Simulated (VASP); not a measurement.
# Ti (Cmcm) in VASP: further runs

The runs below take Ti through single point, with r2SCAN.

Program: VASP 6.6.1. These are calculated values, not measurements. Logs are shortened: lines on timing, memory, paths and dates and some standing lists are left out, and cuts for length are marked.

## 1. The cell of the first run

Symmetry: Cmcm, No. 63, orthorhombic system. The conventional cell has a = 2.950 Å, b = 5.110 Å, c = 4.686 Å, α = 90.00°, β = 90.00°, γ = 90.00°. Ti (site symmetry m2m) has 12 Ti at 2.84 to 3.03 Å within 3.7 Å.

## 2. Single point, r2SCAN (atom 1 (Ti) moved by (-0.225, +0.000) A along y and z)

Contents of POSCAR:

```
Ti
1.0
    2.9499978604      0.0000000000      0.0000000000
   -1.4749989302      2.5547730882      0.0000000000
    0.0000000000      0.0000000000      4.6860000000
Ti
2
Direct
    0.2892981114      0.5785962227      0.2500000000
    0.6666666667      0.3333333333      0.7500000000
```

Contents of INCAR.step1:

```
SYSTEM = Ti
PREC = Accurate
ENCUT = 520
ISMEAR = 0
SIGMA = 0.15
LREAL = .FALSE.
LASPH = .TRUE.
NELM = 100
NBANDS = 19
GGA = PE
ALGO = Normal
EDIFF = 1E-4
LWAVE = .TRUE.
LCHARG = .FALSE.
```

Contents of INCAR.step2:

```
SYSTEM = Ti
PREC = Accurate
ENCUT = 520
EDIFF = 1E-7
ISMEAR = 0
SIGMA = 0.15
LREAL = .FALSE.
LASPH = .TRUE.
NELM = 100
ALGO = Normal
ISIF = 2
LWAVE = .FALSE.
LCHARG = .FALSE.
METAGGA = R2SCAN
LMIXTAU = .TRUE.
NBANDS = 19
ISTART = 1
```

Contents of KPOINTS:

```
Automatic mesh
0
G
  18 18 10
  0 0 0
```

Potentials or basis: VASP PAW PBE potentials, release 64 (Ti_sv).

Launch:

```console
$ cat potpaw_PBE.64/Ti_sv/POTCAR > POTCAR
$ cp INCAR.step1 INCAR
$ mpirun -np 1 vasp_std > vasp.out
$ cp INCAR.step2 INCAR
$ mpirun -np 1 vasp_std > vasp.out
```

OUTCAR:

```text
SYSTEM = Ti
   PREC = Accurate
   ENCUT = 520
   EDIFF = 1E-7
   ISMEAR = 0
   LREAL = .FALSE.
   LASPH = .TRUE.
   NELM = 100
   ISIF = 2
   METAGGA = R2SCAN
   ISTART = 1

 ion  position               nearest neighbor table
   1  0.289  0.579  0.250-   2 2.84   2 2.84   2 2.84   2 2.84
   2  0.667  0.333  0.750-   1 2.84   1 2.84   1 2.84   1 2.84

  LATTYP: Found a hexagonal cell.
 ALAT       =     2.9499978604
 C/A-ratio  =     1.5884757284

  Lattice vectors:

 A1 = (   2.9499978604,   0.0000000000,   0.0000000000)
 A2 = (  -1.4749989302,   2.5547730882,   0.0000000000)
 A3 = (   0.0000000000,   0.0000000000,   4.6860000000)

Analysis of symmetry for initial positions (statically):
=====================================================================
 Subroutine PRICEL returns:
 Original cell was already a primitive cell.

 Routine SETGRP: Setting up the symmetry group for a
 hexagonal supercell.

 Subroutine GETGRP returns: Found  8 space group operations
 (whereof  2 operations were pure point group operations)
 out of a pool of 24 trial point group operations.

The static configuration has the point symmetry C_1h.
 The point group associated with its full space group is D_2h.

Analysis of symmetry for dynamics (positions and initial velocities):
=====================================================================
 Subroutine PRICEL returns:
 Original cell was already a primitive cell.

 Routine SETGRP: Setting up the symmetry group for a
 hexagonal supercell.

 Subroutine GETGRP returns: Found  8 space group operations
 (whereof  2 operations were pure point group operations)
 out of a pool of 24 trial point group operations.

The dynamic configuration has the point symmetry C_1h.
 The point group associated with its full space group is D_2h.

 Subroutine INISYM returns: Found  8 space group operations
 (whereof  2 operations are pure point group operations),
 and found     1 'primitive' translations

----------------------------------------------------------------------------------------

                                     Primitive cell

  volume of cell :      35.3164

  direct lattice vectors                    reciprocal lattice vectors
     2.949997860  0.000000000  0.000000000     0.338983297  0.195712098  0.000000000
    -1.474998930  2.554773088  0.000000000     0.000000000  0.391424195  0.000000000
     0.000000000  0.000000000  4.686000000     0.000000000  0.000000000  0.213401622

[... 81 lines left out ...]
   ENCUT  =  520.0 eV  38.22 Ry    6.18 a.u.   5.49  5.49  8.71*2*pi/ulx,y,z
   NELM   =    100;   NELMIN=  2; NELMDL=  0     # of ELM steps
   EDIFF  = 0.1E-06   stopping-criterion for ELM
   LREAL  =      F    real-space projection
   EDIFFG = 0.1E-05   stopping-criterion for IOM
   NSW    =      0    number of steps for IOM
   IBRION =     -1    ionic relax: 0-MD 1-quasi-New 2-CG
   NFREE  =      0    steps in history (QN), initial steepest desc. (CG)
   ISIF   =      2    stress and relaxation
   ISYM   =      2    0-nonsym 1-usesym 2-fastsym
   POTIM  = 0.5000    time-step for ionic-motion
   TEBEG  =    0.0;   TEEND  =   0.0 temperature during run
   PSTRESS=    0.0 pullay stress
   NELECT =      24.0000    total number of electrons
   NUPDOWN=      -1.0000    fix difference up-down
   EMIN   =  10.00;   EMAX   =-10.00  energy-range for DOS
   EFERMI =   0.00;   METHOD = LEGACY
   ISMEAR =     0;   SIGMA  =   0.15  broadening in eV -4-tet -1-fermi 0-gaus
   EFERMI_NEDOS =   21; number of points for ismear=-14 and -15
   IALGO  =     38    algorithm
   IMIX   =      4    mixing-type and parameters
     AMIX     =   0.40;   BMIX     =  1.00
     AMIX_MAG =   1.60;   BMIX_MAG =  1.00
  volume/ion in A,a.u.               =      17.66       119.16
  Fermi-wavevector in a.u.,A,eV,Ry     =   1.439306  2.719894 28.185854  2.071602
  Thomas-Fermi vector in A             =   2.558176
   LORBIT       =      0    0 simple, 1 ext, 2 COOP (PROOUT), +10 PAW based schemes
   METAGGA = R2SCAN    functional components
   LHFCALC =     F    Hartree Fock is set to
   AEXX    =    0.0000 exact exchange contribution
   IVDW    =     0    specifies the selected vdW correction
   LEPSILON=     F    determine dielectric tensor
   LRPA    =     F    only Hartree local field effects (RPA)
 non-spin polarized calculation
 Gauss-broadening in eV      SIGMA  =   0.15
  energy-cutoff  :      520.00
  volume of cell :       35.32
 maximum number of plane-waves:       980
 NGX is ok and might be reduce to    24
   NGX = 11   NGY = 11   NGZ = 17

 number of electron      24.0000001 magnetization

 Free energy of the ion-electron system (eV)
  ---------------------------------------------------
  ext. energy  EPLUGINS =         0.00000000
  ---------------------------------------------------
  free energy    TOTEN  =       -25.86485245 eV

  energy without entropy =      -25.84054409  energy(sigma->0) =      -25.85269827

 E-fermi :   8.1807     XC(G=0): -12.3109

 val. band max:        8.1769221419   @ k =  -0.0556   0.2222   0.4000
 cond. band min:       8.1865632016   @ k =  -0.1667  -0.4444   0.4000
 fundamental gap:      0.0096410596
 Fermi energy:         8.1807385245

 k-point     1 :       0.0000    0.0000    0.0000
  band No.  band energies     occupation
      1     -51.0387      2.00000
      2     -50.9014      2.00000
      3     -26.5837      2.00000
      4     -25.9739      2.00000
      5     -25.9124      2.00000
      6     -25.8724      2.00000
[... 505 lines left out ...]
      6     -25.9183      2.00000
[... 11 lines left out ...]
     18      10.1817      0.00000
     19      11.3039      0.00000

 [... further k-points ...]

------------------------ aborting loop because EDIFF is reached ----------------------------------------

  FORCE on cell =-STRESS in cart. coord.  units (eV):
  Direction    XX          YY          ZZ          XY          YZ          ZX
  --------------------------------------------------------------------------------------
  -------------------------------------------------------------------------------------
  Total        0.1757348     -1.0895713     -0.4173163     -0.0000000      0.0000000      0.0000000
  in kB        7.9724541    -49.4299204    -18.9321374     -0.0000000      0.0000000      0.0000000
  external PRESSURE =     -20.1298679 kB  Pullay stress =       0.0000000 kB

 VOLUME and BASIS-vectors are now :
 -----------------------------------------------------------------------------
  energy-cutoff  :      520.00
  volume of cell :       35.32
      direct lattice vectors                 reciprocal lattice vectors
     2.949997860  0.000000000  0.000000000     0.338983297  0.195712098  0.000000000
    -1.474998930  2.554773088  0.000000000     0.000000000  0.391424195  0.000000000
     0.000000000  0.000000000  4.686000000     0.000000000  0.000000000  0.213401622

 POSITION                                       TOTAL-FORCE (eV/Angst)
 -----------------------------------------------------------------------------------
      0.00000      1.47818      1.17150         0.000000      0.356815      0.000000
      1.47500      0.85159      3.51450        -0.000000     -0.356815      0.000000
 -----------------------------------------------------------------------------------
    total drift:                               -0.000000      0.000025      0.000000

  FREE ENERGIE OF THE ION-ELECTRON SYSTEM (eV)
  ---------------------------------------------------
  free  energy   TOTEN  =       -25.8648524501 eV

  energy  without entropy=      -25.8405440907  energy(sigma->0) =      -25.85269827
```

OUTCAR.step1:

```text
SYSTEM = Ti
   PREC = Accurate
   ENCUT = 520
   ISMEAR = 0
   LREAL = .FALSE.
   LASPH = .TRUE.
[... 753 lines left out ...]
      0.00000      1.47818      1.17150         0.000000      0.279803     -0.000000
      1.47500      0.85159      3.51450         0.000000     -0.279803      0.000000
 -----------------------------------------------------------------------------------
    total drift:                               -0.000000      0.000025      0.000000

  FREE ENERGIE OF THE ION-ELECTRON SYSTEM (eV)
  ---------------------------------------------------
  free  energy   TOTEN  =       -15.6461853764 eV

  energy  without entropy=      -15.6175554804  energy(sigma->0) =      -15.63187043
```

OSZICAR.step1:

```text
N       E                     dE             d eps       ncg     rms          rms(c)
DAV:   1     0.265550339239E+03    0.26555E+03   -0.13031E+04 20772   0.157E+03
DAV:   2     0.126811960520E+02   -0.25287E+03   -0.24883E+03 21319   0.443E+02
DAV:   3    -0.164321595389E+02   -0.29113E+02   -0.28794E+02 38658   0.123E+02
DAV:   4    -0.176959549858E+02   -0.12638E+01   -0.12620E+01 24070   0.267E+01
DAV:   5    -0.177576260320E+02   -0.61671E-01   -0.61664E-01 30777   0.418E+00    0.117E+01
DAV:   6    -0.156406418795E+02    0.21170E+01   -0.78567E+00 24071   0.278E+01    0.285E+00
DAV:   7    -0.156283133771E+02    0.12329E-01   -0.66792E-01 31320   0.586E+00    0.203E+00
DAV:   8    -0.156534969291E+02   -0.25184E-01   -0.19355E-01 23000   0.505E+00    0.684E-01
DAV:   9    -0.156457665367E+02    0.77304E-02   -0.43114E-02 23827   0.210E+00    0.685E-02
DAV:  10    -0.156461507080E+02   -0.38417E-03   -0.29429E-03 29872   0.327E-01    0.755E-02
DAV:  11    -0.156461853764E+02   -0.34668E-04   -0.10993E-04 16010   0.727E-02
   1 F= -.15646185E+02 E0= -.15631870E+02  d E =-.286299E-01
```

It took 8 min on 1 thread of Intel Xeon 6975P-C (Granite Rapids), shared host; peak memory 0.39 GiB.

What came out:

* Free energy: -25.8649 eV
* Pressure: -2.0 GPa
* Largest force: 0.357 eV/Å
* Band gap on the k mesh: zero (bands 12 and 13 overlap by 1.11 eV)

Forces on the atoms (eV/Å):
```
Ti   0.000  0.357  0.000
Ti   0.000 -0.357  0.000
```

Stress tensor (GPa, compression positive):
```
 0.80  0.00  0.00
 0.00 -4.94  0.00
 0.00  0.00 -1.89
```

Levels at points of the mesh, in eV from the Fermi level:
```csv
k point,band 8,band 9,band 10,band 11,band 12,band 13,band 14,band 15,band 16,band 17
"(0.00, 0.00, 0.00)",-34.01,-6.54,-2.77,0.54,0.71,0.82,1.05,1.48,1.50,1.58
"(0.50, 0.00, 0.00)",-34.11,-2.34,-2.15,-1.64,-0.80,0.34,0.83,1.05,3.49,3.59
"(0.00, 0.50, 0.00)",-34.09,-2.65,-2.21,-2.18,-0.74,0.54,1.46,1.48,3.64,3.65
"(0.00, 0.00, 0.50)",-34.07,-4.63,-4.63,0.08,0.08,0.80,0.80,0.94,0.94,2.85
"(0.50, 0.00, 0.50)",-34.15,-2.64,-2.64,-0.80,-0.80,1.19,1.19,2.09,2.09,3.63
"(0.00, 0.50, 0.50)",-34.19,-2.46,-2.46,-1.03,-1.03,1.28,1.28,1.89,1.89,3.68
```

Caveat: the cell differs from its parent crystal (atom 1 (Ti) moved by (-0.225, +0.000) A along y and z); the PAW data sets were made with another functional, which shifts forces and pressure a little.

## 3. Single point, r2SCAN (atom 1 (Ti) moved by (+0.225, +0.000) A along y and z)

Changes to POSCAR since step 2:

```diff
@@ -8,3 +8,3 @@
 Direct
-    0.2892981114      0.5785962227      0.2500000000
+    0.3773685553      0.7547371106      0.2500000000
     0.6666666667      0.3333333333      0.7500000000
```

Contents of INCAR.step1:

```
SYSTEM = Ti
PREC = Accurate ; ENCUT = 520
ISMEAR = 0 ; SIGMA = 0.15
LREAL = .False. ; LASPH = .True.
NELM = 100 ; NBANDS = 19
GGA = PE ; ALGO = Normal
EDIFF = 1E-4 ; LWAVE = .True.
LCHARG = .False.
```

Contents of INCAR.step2:

```
SYSTEM = Ti
PREC = Accurate ; ENCUT = 520
EDIFF = 1E-6 ; ISMEAR = 0
SIGMA = 0.15 ; LREAL = .False.
LASPH = .True. ; NELM = 100
ALGO = Normal ; ISIF = 2
LWAVE = .False. ; LCHARG = .False.
METAGGA = R2SCAN ; LMIXTAU = .True.
NBANDS = 19 ; ISTART = 1
```

Contents of KPOINTS:

```
regular mesh
0
Gamma
  18 18 10
  0 0 0
```

Potentials or basis: VASP PAW PBE potentials, release 64 (Ti_sv).

Launch:

```console
$ cat potpaw_PBE.64/Ti_sv/POTCAR > POTCAR
$ cp INCAR.step1 INCAR
$ mpirun -np 1 vasp_std > vasp.out
$ cp INCAR.step2 INCAR
$ mpirun -np 1 vasp_std > vasp.out
```

Wall time 7.3 min (1 thread of Intel Xeon 6975P-C (Granite Rapids), shared host); peak memory 0.39 GiB.

It converged, with:

* Free energy: -25.8622 eV
* Pressure: -2.1 GPa
* Largest force: 0.377 eV/Å
* Band gap on the k mesh: zero (bands 12 and 13 overlap by 1.21 eV)

Forces in eV/Å, atoms in the order of the input:
```
Ti   0.000 -0.377  0.000
Ti   0.000  0.377  0.000
```

Stress tensor (GPa, compression positive):
```
-5.64  0.00  0.00
 0.00  1.20  0.00
 0.00  0.00 -1.86
```

Levels at points of the mesh, in eV from the Fermi level:
```
           k point  band 10  band 11  band 12  band 13  band 14  band 15
(0.00, 0.00, 0.00)    -2.75     0.55     0.79     0.87     1.01     1.26
(0.50, 0.00, 0.00)    -2.13    -2.02    -0.76     0.70     1.10     1.25
(0.00, 0.50, 0.00)    -2.22    -1.42    -0.80     0.02     0.77     1.07
(0.00, 0.00, 0.50)    -4.62     0.06     0.06     0.76     0.76     0.98
(0.50, 0.00, 0.50)    -2.53    -0.96    -0.96     1.18     1.18     2.11
(0.00, 0.50, 0.50)    -2.67    -0.68    -0.68     1.21     1.21     1.97
```

Caveat: the cell differs from its parent crystal (atom 1 (Ti) moved by (+0.225, +0.000) A along y and z); the PAW data sets were made with another functional, which shifts forces and pressure a little.
